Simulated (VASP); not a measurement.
A run of VASP 6.6.1:

Contents of INCAR:

```
PREC     = Accurate       # precision mode
ENCUT    = 520            # plane-wave cutoff, eV
EDIFF    = 1E-6           # SCF threshold, eV
ISMEAR   = 0              # smearing method
SIGMA    = 0.02           # smearing width, eV
LREAL    = F              # projectors in reciprocal space
LASPH    = T              # aspherical terms in the spheres
NELM     = 100            # most SCF steps
ALGO     = Normal         # electronic algorithm
ISIF     = 2              # what is computed and relaxed
LWAVE    = F              # write WAVECAR
LCHARG   = T              # write CHGCAR
GGA      = PE             # functional
LELF     = T              # ELF
LVHAR    = T            
NBANDS   = 26             # bands
```

The input KPOINTS:

```
Automatic mesh
0
Gamma
  8 8 6
```

POSCAR

```
InP
1.0
    3.0990897732      3.0990897732      0.0000000000
   -3.0990897732      3.0990897732      0.0000000000
    0.0000000000      0.0000000000      5.7001725189
In P
2 2
Direct
    0.0000000000      0.0000000000      0.0000000000
    0.5000000000      0.5000000000      0.5000000000
    0.5000000000      0.0000000000      0.7500000000
    0.0000000000      0.5000000000      0.2500000000
```

Potentials or basis: VASP PAW PBE potentials, release 64 (In_d, P).

Launch:

```console
$ cat potpaw_PBE.64/In_d/POTCAR potpaw_PBE.64/P/POTCAR > POTCAR
$ mpirun -np 1 vasp_std > vasp.out
```

Hardware: 1 thread of Intel(R) Xeon(R) 6975P-C (Granite Rapids) (shared host).

Estimate the wall time of this run.

Run time: 54 s on 1 thread of Intel(R) Xeon(R) 6975P-C (Granite Rapids) (shared host), peak memory 0.31 GiB. Counts: scf iterations 14, k points 60.
